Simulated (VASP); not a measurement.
# LiCl (F-43m) in VASP: a series of runs, part 3 of 3

VASP 6.6.1.

### 6 Relaxation of cell and atoms, PBEsol

This run uses another cell than the first one, of 20.97 Å³/atom.

Input file INCAR:

```
SYSTEM = LiCl
ALGO = Normal
EDIFF = 1E-6
EDIFFG = -0.005
ENCUT = 600
GGA = PS
IBRION = 2
ISIF = 3
ISMEAR = -1
LASPH = .True.
LCHARG = .False.
LREAL = .False.
LWAVE = .False.
NELM = 60
NSW = 80
PREC = Accurate
SIGMA = 0.02
```

Input file KPOINTS:

```
k-points
0
Gamma
  8 8 8
  0 0 0
```

Input file POSCAR:

```
LiCl
1.0
    0.0000000000      2.7574202021      2.7574202021
    2.7574202021      0.0000000000      2.7574202021
    2.7574202021      2.7574202021      0.0000000000
Li Cl
1 1
Direct
    0.0000000000      0.0000000000      0.0000000000
    0.2500000000      0.2500000000      0.2500000000
```

Potentials or basis: VASP PAW PBE potentials, release 64 (Li_sv, Cl).

Command:

```sh
> cat potpaw_PBE.64/Li_sv/POTCAR potpaw_PBE.64/Cl/POTCAR > POTCAR
> mpirun -np 1 vasp_std > vasp.out
```

OUTCAR:

```text
SYSTEM = LiCl
   EDIFF = 1E-6
   EDIFFG = -0.005
   ENCUT = 600
   GGA = PS
   IBRION = 2
   ISIF = 3
   ISMEAR = -1
   LASPH = .True.
   LREAL = .False.
   NELM = 60
   NSW = 80
   PREC = Accurate

 ion  position               nearest neighbor table
   1  0.000  0.000  0.000-   2 2.39   2 2.39   2 2.39   2 2.39
   2  0.250  0.250  0.250-   1 2.39   1 2.39   1 2.39   1 2.39

  LATTYP: Found a face centered cubic cell.
 ALAT       =     5.5148404042

  Lattice vectors:

 A1 = (   0.0000000000,   2.7574202021,   2.7574202021)
 A2 = (   2.7574202021,   0.0000000000,   2.7574202021)
 A3 = (   2.7574202021,   2.7574202021,   0.0000000000)

Analysis of symmetry for initial positions (statically):
=====================================================================
 Subroutine PRICEL returns:
 Original cell was already a primitive cell.

 Routine SETGRP: Setting up the symmetry group for a
 face centered cubic supercell.

 Subroutine GETGRP returns: Found 24 space group operations
 (whereof 24 operations were pure point group operations)
 out of a pool of 48 trial point group operations.

The static configuration has the point symmetry T_d .

Analysis of symmetry for dynamics (positions and initial velocities):
=====================================================================
 Subroutine PRICEL returns:
 Original cell was already a primitive cell.

 Routine SETGRP: Setting up the symmetry group for a
 face centered cubic supercell.

 Subroutine GETGRP returns: Found 24 space group operations
 (whereof 24 operations were pure point group operations)
 out of a pool of 48 trial point group operations.

The dynamic configuration has the point symmetry T_d .

 Subroutine INISYM returns: Found 24 space group operations
 (whereof 24 operations are pure point group operations),
 and found     1 'primitive' translations

----------------------------------------------------------------------------------------

                                     Primitive cell

  volume of cell :      41.9314

  direct lattice vectors                    reciprocal lattice vectors
     0.000000000  2.757420202  2.757420202    -0.181328910  0.181328910  0.181328910
     2.757420202  0.000000000  2.757420202     0.181328910 -0.181328910  0.181328910
     2.757420202  2.757420202  0.000000000     0.181328910  0.181328910 -0.181328910

  length of vectors
     3.899581047  3.899581047  3.899581047     0.314070885  0.314070885  0.314070885

  position of ions in fractional coordinates (direct lattice)
     0.000000000  0.000000000  0.000000000
     0.250000000  0.250000000  0.250000000

  ion indices of the primitive-cell ions
   primitive index   ion index
                 1           1
                 2           2

----------------------------------------------------------------------------------------

 KPOINTS: k-points

Automatic generation of k-mesh.
 Grid dimensions read from file:
 generate k-points for:    8    8    8

[... 46 lines left out ...]
   number of dos      NEDOS =    301   number of ions     NIONS =      2
   total plane-waves  NPLWV =  32768
   dimension x,y,z NGX =    32 NGY =   32 NGZ =   32
   dimension x,y,z NGXF=    64 NGYF=   64 NGZF=   64
   ions per type =               1   1
   NGX,Y,Z   is equivalent  to a cutoff of  13.64, 13.64, 13.64 a.u.
   NGXF,Y,Z  is equivalent  to a cutoff of  27.28, 27.28, 27.28 a.u.
 SYSTEM =  LiCl
   PREC   = accura    normal or accurate (medium, high low for compatibility)
   ISTART =      0    job   : 0-new  1-cont  2-samecut
   ICHARG =      2    charge: 1-file 2-atom 10-const
   ISPIN  =      1    spin polarized calculation?
   LNONCOLLINEAR =      F non collinear calculations
   LSORBIT =      F    spin-orbit coupling
   LASPH  =      T    aspherical Exc in radial PAW
   ENCUT  =  600.0 eV  44.10 Ry    6.64 a.u.   7.79  7.79  7.79*2*pi/ulx,y,z
   NELM   =     60;   NELMIN=  2; NELMDL= -5     # of ELM steps
   EDIFF  = 0.1E-05   stopping-criterion for ELM
   LREAL  =      F    real-space projection
   EDIFFG = -.5E-02   stopping-criterion for IOM
   NSW    =     80    number of steps for IOM
   IBRION =      2    ionic relax: 0-MD 1-quasi-New 2-CG
   NFREE  =      1    steps in history (QN), initial steepest desc. (CG)
   ISIF   =      3    stress and relaxation
   ISYM   =      2    0-nonsym 1-usesym 2-fastsym
   POTIM  = 0.5000    time-step for ionic-motion
   TEBEG  =    0.0;   TEEND  =   0.0 temperature during run
   PSTRESS=    0.0 pullay stress
   NELECT =      10.0000    total number of electrons
   NUPDOWN=      -1.0000    fix difference up-down
   EMIN   =  10.00;   EMAX   =-10.00  energy-range for DOS
   EFERMI =   0.00;   METHOD = LEGACY
   ISMEAR =    -1;   SIGMA  =   0.02  broadening in eV -4-tet -1-fermi 0-gaus
   EFERMI_NEDOS =   21; number of points for ismear=-14 and -15
   IALGO  =     38    algorithm
   IMIX   =      4    mixing-type and parameters
     AMIX     =   0.40;   BMIX     =  1.00
     AMIX_MAG =   1.60;   BMIX_MAG =  1.00
  volume/ion in A,a.u.               =      20.97       141.48
  Fermi-wavevector in a.u.,A,eV,Ry     =   1.015224  1.918495 14.023250  1.030680
  Thomas-Fermi vector in A             =   2.148497
   LORBIT       =      0    0 simple, 1 ext, 2 COOP (PROOUT), +10 PAW based schemes
   GGA     = PS    functional components
   LHFCALC =     F    Hartree Fock is set to
   AEXX    =    0.0000 exact exchange contribution
   IVDW    =     0    specifies the selected vdW correction
   LEPSILON=     F    determine dielectric tensor
   LRPA    =     F    only Hartree local field effects (RPA)
 conjugate gradient relaxation of ions
 non-spin polarized calculation
  energy-cutoff  :      600.00
  volume of cell :       41.93
 maximum number of plane-waves:      1424
   NGX = 15   NGY = 15   NGZ = 15

--------------------------------------- Ionic step        1  -------------------------------------------

 number of electron      10.0000008 magnetization

 Free energy of the ion-electron system (eV)
  ---------------------------------------------------
  ext. energy  EPLUGINS =         0.00000000
  ---------------------------------------------------
  free energy    TOTEN  =        -7.59399136 eV

  energy without entropy =       -7.59399136  energy(sigma->0) =       -7.59399136

------------------------ aborting loop because EDIFF is reached ----------------------------------------

  FORCE on cell =-STRESS in cart. coord.  units (eV):
  Direction    XX          YY          ZZ          XY          YZ          ZX
  --------------------------------------------------------------------------------------
  -------------------------------------------------------------------------------------
  Total       -0.2567886     -0.2567886     -0.2567886      0.0000000      0.0000000     -0.0000000
  in kB       -9.8117737     -9.8117737     -9.8117737      0.0000000      0.0000000     -0.0000000
  external PRESSURE =      -9.8117737 kB  Pullay stress =       0.0000000 kB
[... 95 lines left out ...]
--------------------------------------- Ionic step        4  -------------------------------------------

 number of electron       9.9999999 magnetization

 Free energy of the ion-electron system (eV)
  ---------------------------------------------------
  ext. energy  EPLUGINS =         0.00000000
  ---------------------------------------------------
  free energy    TOTEN  =        -7.59936512 eV

  energy without entropy =       -7.59936512  energy(sigma->0) =       -7.59936512

 E-fermi :  -0.5970     XC(G=0):  -7.9706

 val. band max:       -1.0974022126   @ k =   0.0000   0.0000   0.0000
 cond. band min:       4.7907596464   @ k =   0.0000   0.0000   0.0000
 fundamental gap:      5.8881618590
 Fermi energy:        -0.5969754585

 k-point     1 :       0.0000    0.0000    0.0000
  band No.  band energies     occupation
      1     -43.2342      2.00000
      2     -13.8483      2.00000
      3      -1.0974      2.00000
      4      -1.0974      2.00000
      5      -1.0974      2.00000
      6       4.7908      0.00000
      7       9.0016      0.00000
      8       9.0016      0.00000
      9       9.0016      0.00000
[... 265 lines left out ...]
 k-point    24 :      -0.3750    0.2500    0.1250
  band No.  band energies     occupation
      1     -43.2320      2.00000
      2     -13.4847      2.00000
      3      -2.9728      2.00000
      4      -1.9386      2.00000
      5      -1.6340      2.00000
      6       7.5762      0.00000
      7       8.0581      0.00000
      8      10.3023      0.00000
      9      10.5529      0.00000

 [... further k-points ...]

------------------------ aborting loop because EDIFF is reached ----------------------------------------

  FORCE on cell =-STRESS in cart. coord.  units (eV):
  Direction    XX          YY          ZZ          XY          YZ          ZX
  --------------------------------------------------------------------------------------
  -------------------------------------------------------------------------------------
  Total       -0.0068311     -0.0068311     -0.0068311      0.0000000     -0.0000000     -0.0000000
  in kB       -0.2719651     -0.2719651     -0.2719651      0.0000000     -0.0000000     -0.0000000
  external PRESSURE =      -0.2719651 kB  Pullay stress =       0.0000000 kB
[... 17 lines left out ...]
  FREE ENERGIE OF THE ION-ELECTRON SYSTEM (eV)
  ---------------------------------------------------
  free  energy   TOTEN  =        -7.5993651223 eV

  energy  without entropy=       -7.5993651223  energy(sigma->0) =       -7.59936512

 reached required accuracy - stopping structural energy minimisation
```

OSZICAR:

```text
N       E                     dE             d eps       ncg     rms          rms(c)
DAV:   1     0.525082392859E+02    0.52508E+02   -0.44916E+03   522   0.111E+03
DAV:   2    -0.497063033628E+01   -0.57479E+02   -0.55962E+02   742   0.167E+02
DAV:   3    -0.762242399732E+01   -0.26518E+01   -0.26491E+01   622   0.449E+01
DAV:   4    -0.769533664292E+01   -0.72913E-01   -0.72863E-01   890   0.739E+00
[... 26 lines left out ...]
       N       E                     dE             d eps       ncg     rms          rms(c)
DAV:   1    -0.759977019996E+01   -0.43411E-03   -0.82268E-03   523   0.675E-01    0.130E-01
DAV:   2    -0.759940668859E+01    0.36351E-03   -0.10728E-03   602   0.221E-01    0.451E-02
DAV:   3    -0.759936506631E+01    0.41622E-04   -0.17113E-04   587   0.840E-02    0.283E-02
DAV:   4    -0.759936512234E+01   -0.56031E-07   -0.43622E-06   897   0.176E-02
   4 F= -.75993651E+01 E0= -.75993651E+01  d E =-.537376E-02
```

CONTCAR:

```text
LiCl
   1.00000000000000
     0.0000000000000000    2.7198992894087768    2.7198992894087768
     2.7198992894087768   -0.0000000000000000    2.7198992894087768
     2.7198992894087768    2.7198992894087768    0.0000000000000000
  Li              Cl
     1     1
Direct
     1.0000000000000000    0.0000000000000000    0.0000000000000000
     0.2500000000000000    0.2500000000000000    0.2500000000000000

  0.00000000E+00  0.00000000E+00  0.00000000E+00
  0.00000000E+00  0.00000000E+00  0.00000000E+00
```

Run time: 37 s. Hardware: 1 thread of Intel Xeon 8259CL, shared host; peak memory 0.18 GiB.

What came out:

```yaml
Free_energy: -7.5994 eV
Relaxed_volume: 20.12 Å³/atom
Relaxed_cell: a = 3.847 Å, b = 3.847 Å, c = 3.847 Å, α = 60.00°, β = 60.00°, γ = 60.00°
Space_group_after_relaxing_to_0.1_Å: F-43m (No. 216)
Energy_gained_by_relaxing: 2.7 meV/atom
Ionic_steps: 4
Pressure_after_relaxing: 0.0 GPa
Band_gap_on_the_k_mesh: 5.89 eV
```

Step by step:
| step | energy change (eV) | largest force (eV/Å) | pressure (GPa) | volume (Å³) |
| --- | --- | --- | --- | --- |
| 1 | 0.0000 | 0.0000 | -0.98 | 41.93 |
| 2 | -0.0037 | 0.0000 | -0.55 | 41.16 |
| 3 | -0.0053 | 0.0000 | -0.07 | 40.36 |
| 4 | -0.0054 | 0.0000 | -0.03 | 40.24 |

Final structure:
```yaml
crystal:
  lattice:
    - [0.00000, 2.71990, 2.71990]
    - [2.71990, 0.00000, 2.71990]
    - [2.71990, 2.71990, 0.00000]
  atoms:
    - { symbol: Li, position: [0.00000, 0.00000, 0.00000] }
    - { symbol: Cl, position: [0.25000, 0.25000, 0.25000] }
```

Caveat: the cutoff is under 1.25 times the usual one of these potentials, so pressure, stress and relaxed cells hold a basis-set (Pulay) error; the PAW data sets were made with another functional, which shifts forces and pressure a little.

### 7 The runs side by side

```csv
task,level,cell,cutoff (eV),smearing,gap on the mesh (eV),pressure (GPa),relaxed volume (Å³/atom)
single point,PBEsol,"a = 3.846 Å, angles 60.0°, 2 atoms",520,fermi-dirac 0.02 eV,5.89,-,-
single point,r2SCAN,"a = 3.865 Å, angles 60.0°, 2 atoms",520,fermi-dirac 0.02 eV,6.77,-,-
single point,r2SCAN,"a = 3.865 Å, angles 60.0°, 2 atoms",520,gaussian 0.01 eV,6.77,-,-
relaxation of cell and atoms,PBE,"relaxed from a = 3.435 Å, angles 60.0°, 2 atoms",600,fermi-dirac 0.02 eV,6.00,0.0,20.78
relaxation of cell and atoms,PBEsol,"relaxed from a = 3.900 Å, angles 60.0°, 2 atoms",600,fermi-dirac 0.02 eV,5.89,0.0,20.12
```

Alike in all rows: potentials or basis VASP PAW PBE potentials, release 64 (Li_sv, Cl); no spin polarisation; k mesh 8 × 8 × 8.

Caveats: the cutoff is under 1.25 times the usual one of these potentials, so pressure, stress and relaxed cells hold a basis-set (Pulay) error; the PAW data sets were made with another functional, which shifts forces and pressure a little (at least some runs); the volume moved by over 15 % at a fixed basis, so the end points are rough (at least some runs).

Total energies depend on the potentials used, so only differences within one code and one set of settings carry meaning.
